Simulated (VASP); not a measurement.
# NiO (Fm-3m) in VASP: further runs

The runs below take NiO through single point, with PBE, r2SCAN0.

Program: VASP 6.6.1. These are calculated values, not measurements. Logs are shortened: lines on timing, memory, paths and dates and some standing lists are left out, and cuts for length are marked.

### 1 The cell of the first run

It takes space group Fm-3m (No. 225, cubic). The conventional cell has a = 4.183 Å, b = 4.183 Å, c = 4.183 Å, α = 90.00°, β = 90.00°, γ = 90.00°. Within 2.8 Å of Ni (site symmetry m-3m) lie 6 O at 2.09 Å. Within 2.8 Å of O (site symmetry m-3m) lie 6 Ni at 2.09 Å.

### 2 Single point, PBE, collinear spin, ferromagnetic start

File INCAR:

```
PREC = Accurate ; ENCUT = 520
EDIFF = 1E-6 ; ISMEAR = -1
SIGMA = 0.05 ; LREAL = F
LASPH = T ; NELM = 150
ALGO = Normal ; ISIF = 2
LWAVE = F ; LCHARG = T
ISPIN = 2 ; MAGMOM = 1.5 0
LORBIT = 11 ; NUPDOWN = 1.5
LMAXMIX = 4 ; GGA = PE
LELF = T ; LVHAR = T
NBANDS = 19
```

File KPOINTS:

```
Automatic mesh
0
Gamma
  9 9 9
```

File POSCAR:

```
NiO
1.0
    0.0000000000      2.0913095100      2.0913095100
    2.0913095100      0.0000000000      2.0913095100
    2.0913095100      2.0913095100      0.0000000000
Ni O
1 1
Direct
    0.0000000000      0.0000000000      0.0000000000
    0.5000000000      0.5000000000      0.5000000000
```

Potentials or basis: VASP PAW PBE potentials, release 64 (Ni, O).

The run is started by

```sh
cat potpaw_PBE.64/Ni/POTCAR potpaw_PBE.64/O/POTCAR > POTCAR
mpirun -np 1 vasp_std > vasp.out
```

OUTCAR:

```text
PREC = Accurate
   ENCUT = 520
   EDIFF = 1E-6
   ISMEAR = -1
   LREAL = F
   LASPH = T
   NELM = 150
   ISIF = 2
   ISPIN = 2
   LORBIT = 11
   NUPDOWN = 1.5
   GGA = PE

 ion  position               nearest neighbor table
   1  0.000  0.000  0.000-   2 2.09   2 2.09   2 2.09   2 2.09   2 2.09   2 2.09
   2  0.500  0.500  0.500-   1 2.09   1 2.09   1 2.09   1 2.09   1 2.09   1 2.09

  LATTYP: Found a face centered cubic cell.
 ALAT       =     4.1826190200

  Lattice vectors:

 A1 = (   0.0000000000,   2.0913095100,   2.0913095100)
 A2 = (   2.0913095100,   0.0000000000,   2.0913095100)
 A3 = (   2.0913095100,   2.0913095100,   0.0000000000)

Analysis of symmetry for initial positions (statically):
=====================================================================
 Subroutine PRICEL returns:
 Original cell was already a primitive cell.

 Routine SETGRP: Setting up the symmetry group for a
 face centered cubic supercell.

 Subroutine GETGRP returns: Found 48 space group operations
 (whereof 48 operations were pure point group operations)
 out of a pool of 48 trial point group operations.

The static configuration has the point symmetry O_h .

Analysis of symmetry for dynamics (positions and initial velocities):
=====================================================================
 Subroutine PRICEL returns:
 Original cell was already a primitive cell.

 Routine SETGRP: Setting up the symmetry group for a
 face centered cubic supercell.

 Subroutine GETGRP returns: Found 48 space group operations
 (whereof 48 operations were pure point group operations)
 out of a pool of 48 trial point group operations.

The dynamic configuration has the point symmetry O_h .

Analysis of structural, dynamic, and magnetic symmetry:
=====================================================================
 Subroutine PRICEL returns:
 Original cell was already a primitive cell.

 Routine SETGRP: Setting up the symmetry group for a
 face centered cubic supercell.

 Subroutine GETGRP returns: Found 48 space group operations
 (whereof 48 operations were pure point group operations)
 out of a pool of 48 trial point group operations.

The overall configuration has the point symmetry O_h .

 Subroutine INISYM returns: Found 48 space group operations
 (whereof 48 operations are pure point group operations),
 and found     1 'primitive' translations

----------------------------------------------------------------------------------------

                                     Primitive cell

  volume of cell :      18.2930

  direct lattice vectors                    reciprocal lattice vectors
     0.000000000  2.091309510  2.091309510    -0.239084649  0.239084649  0.239084649
     2.091309510  0.000000000  2.091309510     0.239084649 -0.239084649  0.239084649
     2.091309510  2.091309510  0.000000000     0.239084649  0.239084649 -0.239084649

  length of vectors
     2.957558272  2.957558272  2.957558272     0.414106759  0.414106759  0.414106759

  position of ions in fractional coordinates (direct lattice)
     0.000000000  0.000000000  0.000000000
     0.500000000  0.500000000  0.500000000

  ion indices of the primitive-cell ions
   primitive index   ion index
                 1           1
                 2           2

----------------------------------------------------------------------------------------

 KPOINTS: Automatic mesh

Automatic generation of k-mesh.
 Grid dimensions read from file:
 generate k-points for:    9    9    9

 Generating k-lattice:

  Cartesian coordinates                     Fractional coordinates (reciprocal lattice)
    -0.026564961  0.026564961  0.026564961     0.111111111  0.000000000  0.000000000
     0.026564961 -0.026564961  0.026564961     0.000000000  0.111111111  0.000000000
     0.026564961  0.026564961 -0.026564961     0.000000000  0.000000000  0.111111111

  Length of vectors
     0.046011862  0.046011862  0.046011862

  Shift w.r.t. Gamma in fractional coordinates (k-lattice)
     0.000000000  0.000000000  0.000000000

 Subroutine IBZKPT returns following result:
 ===========================================

 Found     35 irreducible k-points:

 Following reciprocal coordinates:
            Coordinates               Weight
  0.000000  0.000000  0.000000      1.000000
  0.111111  0.000000  0.000000      8.000000
  0.222222  0.000000  0.000000      8.000000
  0.333333  0.000000  0.000000      8.000000
  0.444444  0.000000  0.000000      8.000000
  0.111111  0.111111  0.000000      6.000000
[... 16 lines left out ...]
 -0.333333  0.333333  0.000000     12.000000
  0.444444  0.444444  0.000000      6.000000
 [... further k-points ...]
   k-points           NKPTS =     35   k-points in BZ     NKDIM =     35   number of bands    NBANDS=     19
   number of dos      NEDOS =    301   number of ions     NIONS =      2
   total plane-waves  NPLWV =  13824
   dimension x,y,z NGX =    24 NGY =   24 NGZ =   24
   dimension x,y,z NGXF=    48 NGYF=   48 NGZF=   48
   ions per type =               1   1
   NGX,Y,Z   is equivalent  to a cutoff of  13.49, 13.49, 13.49 a.u.
   NGXF,Y,Z  is equivalent  to a cutoff of  26.98, 26.98, 26.98 a.u.
 SYSTEM =  unknown system
   PREC   = accura    normal or accurate (medium, high low for compatibility)
   ISTART =      0    job   : 0-new  1-cont  2-samecut
   ICHARG =      2    charge: 1-file 2-atom 10-const
   ISPIN  =      2    spin polarized calculation?
   LNONCOLLINEAR =      F non collinear calculations
   LSORBIT =      F    spin-orbit coupling
   LASPH  =      T    aspherical Exc in radial PAW
   ENCUT  =  520.0 eV  38.22 Ry    6.18 a.u.   5.50  5.50  5.50*2*pi/ulx,y,z
   NELM   =    150;   NELMIN=  2; NELMDL= -5     # of ELM steps
   EDIFF  = 0.1E-05   stopping-criterion for ELM
   LREAL  =      F    real-space projection
   EDIFFG = 0.1E-04   stopping-criterion for IOM
   NSW    =      0    number of steps for IOM
   IBRION =     -1    ionic relax: 0-MD 1-quasi-New 2-CG
   NFREE  =      0    steps in history (QN), initial steepest desc. (CG)
   ISIF   =      2    stress and relaxation
   ISYM   =      2    0-nonsym 1-usesym 2-fastsym
   POTIM  = 0.5000    time-step for ionic-motion
   TEBEG  =    0.0;   TEEND  =   0.0 temperature during run
   PSTRESS=    0.0 pullay stress
   NELECT =      16.0000    total number of electrons
   NUPDOWN=       1.5000    fix difference up-down
   EMIN   =  10.00;   EMAX   =-10.00  energy-range for DOS
   EFERMI =   0.00;   METHOD = LEGACY
   ISMEAR =    -1;   SIGMA  =   0.05  broadening in eV -4-tet -1-fermi 0-gaus
   EFERMI_NEDOS =   21; number of points for ismear=-14 and -15
   IALGO  =     38    algorithm
   IMIX   =      4    mixing-type and parameters
     AMIX     =   0.40;   BMIX     =  1.00
     AMIX_MAG =   1.60;   BMIX_MAG =  1.00
  volume/ion in A,a.u.               =       9.15        61.72
  Fermi-wavevector in a.u.,A,eV,Ry     =   1.565621  2.958594 33.350161  2.451168
  Thomas-Fermi vector in A             =   2.668070
   LORBIT       =     11    0 simple, 1 ext, 2 COOP (PROOUT), +10 PAW based schemes
   GGA     = PE    functional components
   LHFCALC =     F    Hartree Fock is set to
   AEXX    =    0.0000 exact exchange contribution
   IVDW    =     0    specifies the selected vdW correction
   LEPSILON=     F    determine dielectric tensor
   LRPA    =     F    only Hartree local field effects (RPA)
 spin polarized calculation
  energy-cutoff  :      520.00
  volume of cell :       18.29
 maximum number of plane-waves:       531
 NGX is ok and might be reduce to    24
   NGX = 11   NGY = 11   NGZ = 11

 number of electron      16.0000005 magnetization       1.5000001

 Free energy of the ion-electron system (eV)
  ---------------------------------------------------
  ext. energy  EPLUGINS =         0.00000000
  ---------------------------------------------------
  free energy    TOTEN  =       -11.46788315 eV

  energy without entropy =      -11.45160567  energy(sigma->0) =      -11.45974441

 E-fermi :   7.8803     XC(G=0): -12.6556

 val. band max:        7.8781161156   @ k =  -0.4444   0.4444   0.1111
 cond. band min:       7.8472192057   @ k =   0.4444   0.1111   0.0000
 fundamental gap:     -0.0308969099
 Fermi energy:         7.7724315869

 spin component 1

 k-point     1 :       0.0000    0.0000    0.0000
  band No.  band energies     occupation
      1     -12.5259      1.00000
      2       4.8164      1.00000
      3       4.8164      1.00000
      4       4.8164      1.00000
      5       4.9438      1.00000
      6       4.9439      1.00000
[... 11 lines left out ...]
     18      33.7421      0.00000
     19      33.7421      0.00000
[... 485 lines left out ...]
 k-point    24 :       0.4444    0.4444    0.0000
  band No.  band energies     occupation
      1     -11.1493      1.00000
      2       0.8961      1.00000
      3       3.5294      1.00000
      4       3.5294      1.00000
      5       4.4757      1.00000
      6       5.2763      1.00000
[... 11 lines left out ...]
     18      40.5447      0.00000
     19      41.6856      0.00000

 [... further k-points ...]

 spin component 2

 k-point     1 :       0.0000    0.0000    0.0000
  band No.  band energies     occupation
      1     -12.1816      1.00000
      2       5.2124      1.00000
      3       5.2124      1.00000
      4       5.2124      1.00000
      5       6.0347      1.00000
      6       6.0348      1.00000
[... 11 lines left out ...]
     18      34.2612      0.00000
     19      34.2614      0.00000
[... 485 lines left out ...]
 k-point    24 :       0.4444    0.4444    0.0000
  band No.  band energies     occupation
      1     -10.7426      1.00000
      2       1.2031      1.00000
      3       3.8922      1.00000
      4       3.8922      1.00000
      5       5.0923      1.00000
      6       7.1342      1.00000
[... 11 lines left out ...]
     18      40.6376      0.00000
     19      42.0571      0.00000

 [... further k-points ...]

------------------------ aborting loop because EDIFF is reached ----------------------------------------

  FORCE on cell =-STRESS in cart. coord.  units (eV):
  Direction    XX          YY          ZZ          XY          YZ          ZX
  --------------------------------------------------------------------------------------
  -------------------------------------------------------------------------------------
  Total        0.2050173      0.2050173      0.2050173      0.0000000      0.0000000     -0.0000000
  in kB       17.9562732     17.9562732     17.9562732      0.0000000      0.0000000     -0.0000000
  external PRESSURE =      17.9562732 kB  Pullay stress =       0.0000000 kB

 VOLUME and BASIS-vectors are now :
 -----------------------------------------------------------------------------
  energy-cutoff  :      520.00
  volume of cell :       18.29
      direct lattice vectors                 reciprocal lattice vectors
     0.000000000  2.091309510  2.091309510    -0.239084649  0.239084649  0.239084649
     2.091309510  0.000000000  2.091309510     0.239084649 -0.239084649  0.239084649
     2.091309510  2.091309510  0.000000000     0.239084649  0.239084649 -0.239084649

 POSITION                                       TOTAL-FORCE (eV/Angst)
 -----------------------------------------------------------------------------------
      0.00000      0.00000      0.00000         0.000000     -0.000000      0.000000
      2.09131      2.09131      2.09131        -0.000000      0.000000     -0.000000
 -----------------------------------------------------------------------------------
    total drift:                                0.000000     -0.000000     -0.000000

  FREE ENERGIE OF THE ION-ELECTRON SYSTEM (eV)
  ---------------------------------------------------
  free  energy   TOTEN  =       -11.4678831452 eV

  energy  without entropy=      -11.4516056679  energy(sigma->0) =      -11.45974441

 total charge

# of ion       s       p       d       tot
------------------------------------------
    1        0.329   0.398   8.267   8.994
    2        1.559   3.408   0.000   4.967
--------------------------------------------------
tot          1.888   3.805   8.267  13.960

 magnetization (x)

# of ion       s       p       d       tot
------------------------------------------
    1        0.011   0.014   1.232   1.257
    2        0.025   0.182   0.000   0.207
--------------------------------------------------
tot          0.037   0.196   1.232   1.465
```

Wall time 47 s (1 thread of Intel Xeon 8259CL, shared host); peak memory 0.16 GiB.

Results:

```
Free energy                                           : -11.4679 eV
Pressure                                              : 1.8 GPa
Net moment                                            : 1.50 μB per cell
Site moments                                          : Ni +1.26; O +0.21 μB
Valence electrons inside the program's atomic spheres : Ni 8.99; O 4.97
```

Caveat: the total moment is fixed, so each spin has its own Fermi level; a cell with one magnetic atom can't hold antiferromagnetic order, which such compounds often take.

### 3 Single point, PBE, collinear spin, ferromagnetic start

File INCAR:

```
SYSTEM = NiO
PREC     = Accurate       ! precision mode
ENCUT    = 520            ! plane-wave cutoff, eV
EDIFF    = 1E-6           ! SCF threshold, eV
ISMEAR   = -1             ! smearing method
SIGMA    = 0.05           ! smearing width, eV
LREAL    = .FALSE.        ! projectors in reciprocal space
LASPH    = .TRUE.         ! aspherical terms in the spheres
NELM     = 150            ! most SCF steps
ALGO     = Normal         ! electronic algorithm
ISIF     = 2              ! what is computed and relaxed
LWAVE    = .FALSE.        ! write WAVECAR
LCHARG   = .FALSE.        ! write CHGCAR
ISPIN    = 2              ! spin polarisation
MAGMOM   = 2 0            ! initial moments
LORBIT   = 11             ! projections on sites
NUPDOWN  = 2.0            ! fixed moment
LMAXMIX  = 4              ! l up to which the mixer works
GGA      = PE             ! functional
NBANDS   = 19             ! bands
```

File KPOINTS:

```
regular mesh
0
G
  9 9 9
  0 0 0
```

POSCAR is that of step 2.

Potentials or basis: VASP PAW PBE potentials, release 64 (Ni, O).

The run is started by

```sh
cat potpaw_PBE.64/Ni/POTCAR potpaw_PBE.64/O/POTCAR > POTCAR
mpirun -np 1 vasp_std > vasp.out
```

Run time: 46 s. Hardware: 1 thread of Intel Xeon 8259CL, shared host; peak memory 0.16 GiB.

The run converged. Its results:

```
Free energy                                           : -11.4480 eV
Pressure                                              : 7.0 GPa
Net moment                                            : 2.00 μB per cell
Site moments                                          : Ni +1.61; O +0.34 μB
Valence electrons inside the program's atomic spheres : Ni 8.96; O 4.99
```

Caveat: the cell stands under pressure; the total moment is fixed, so each spin has its own Fermi level; a cell with one magnetic atom can't hold antiferromagnetic order, which such compounds often take.

### 4 Single point, r2SCAN0, collinear spin, ferromagnetic start

POSCAR is that of step 3.

File INCAR.step1:

```
SYSTEM = NiO
ALGO = Normal
EDIFF = 1E-5
ENCUT = 520
GGA = PE
ISIF = 2
ISMEAR = -1
ISPIN = 2
LASPH = .TRUE.
LMAXMIX = 4
LORBIT = 11
LREAL = .FALSE.
LWAVE = .TRUE.
MAGMOM = 1 0
NBANDS = 19
NELM = 150
PREC = Accurate
SIGMA = 0.05
```

File INCAR.step2:

```
SYSTEM = NiO
AEXX = 0.25
ALGO = Normal
EDIFF = 1E-6
ENCUT = 520
ISIF = 2
ISMEAR = -1
ISPIN = 2
ISTART = 1
LASPH = .TRUE.
LCHARG = .TRUE.
LELF = .TRUE.
LHFCALC = .TRUE.
LMAXMIX = 4
LMIXTAU = .TRUE.
LORBIT = 11
LREAL = .FALSE.
LVHAR = .TRUE.
LWAVE = .FALSE.
MAGMOM = 1 0
METAGGA = R2SCAN
NBANDS = 19
NELM = 150
PREC = Accurate
PRECFOCK = Normal
SIGMA = 0.05
```

File KPOINTS:

```
k-points
0
G
  6 6 6
  0 0 0
```

The run is started by

```sh
cat potpaw_PBE.64/Ni/POTCAR potpaw_PBE.64/O/POTCAR > POTCAR
cp INCAR.step1 INCAR
mpirun -np 1 vasp_std > vasp.out
cp INCAR.step2 INCAR
mpirun -np 1 vasp_std > vasp.out
```

Wall time 58 min (1 thread of Intel Xeon Platinum 8259CL at 2.50GHz (Skylake/Cascade Lake), shared host); peak memory 0.17 GiB.

It converged, with:

```
Free energy                                           : -24.2273 eV
Pressure                                              : -1.2 GPa
Band gap on the k mesh                                : 4.91 eV (least direct gap 5.88 eV)
Net moment                                            : 2.00 μB per cell
Site moments                                          : Ni +1.78; O +0.20 μB
Valence electrons inside the program's atomic spheres : Ni 8.87; O 5.09
```

Levels at points of the mesh, in eV from the valence-band top:
Spin up:
```
           k point  band 5  band 6  band 7  band 8  band 9  band 10  band 11  band 12  band 13  band 14
(0.00, 0.00, 0.00)   -4.20   -4.20   -2.19   -2.19   -2.19     4.91    21.54    22.53    22.53    22.53
(0.50, 0.00, 0.00)   -3.65   -3.65   -2.65    0.00    0.00     9.02    14.28    17.81    17.81    25.16
(0.50, 0.50, 0.00)   -4.42   -3.68   -3.68   -3.32   -3.32     9.71    14.85    15.30    21.07    21.07
```
Spin down:
```tsv
k point	band 5	band 6	band 7	band 8	band 9	band 10
(0.00, 0.00, 0.00)	-1.43	-1.43	-1.43	4.91	4.91	5.47
(0.50, 0.00, 0.00)	-1.77	-1.77	-1.51	7.84	7.84	9.31
(0.50, 0.50, 0.00)	-3.04	-2.10	-2.10	5.52	6.16	10.36
```

Caveat: the k points lie up to 0.43 Å⁻¹ apart; the PAW data sets were made with another functional, which shifts forces and pressure a little; a cell with one magnetic atom can't hold antiferromagnetic order, which such compounds often take.

### 5 Overview

```tsv
level	fixed moment (μB)	k mesh	grid for exact exchange (PRECFOCK)	share of exact exchange	pressure (GPa)	moment (μB)
PBE	1.5	9 × 9 × 9	-	-	1.8	1.50
PBE	2.0	9 × 9 × 9	-	-	7.0	2.00
r2SCAN0	-	6 × 6 × 6	Normal	0.25	-1.2	2.00
```

Alike in all rows: task single point; potentials or basis VASP PAW PBE potentials, release 64 (Ni, O); spin collinear, ferromagnetic start; cell as given; cutoff (eV) 520; smearing fermi-dirac 0.05 eV.

Caveats: some runs use coarse meshes; a cell with one magnetic atom can't hold antiferromagnetic order, which such compounds often take; the total moment is fixed, so each spin has its own Fermi level (at least some runs); the cell stands under pressure (at least some runs); the PAW data sets were made with another functional, which shifts forces and pressure a little (at least some runs).

Total energies depend on the potentials used, so only differences within one code and one set of settings carry meaning.
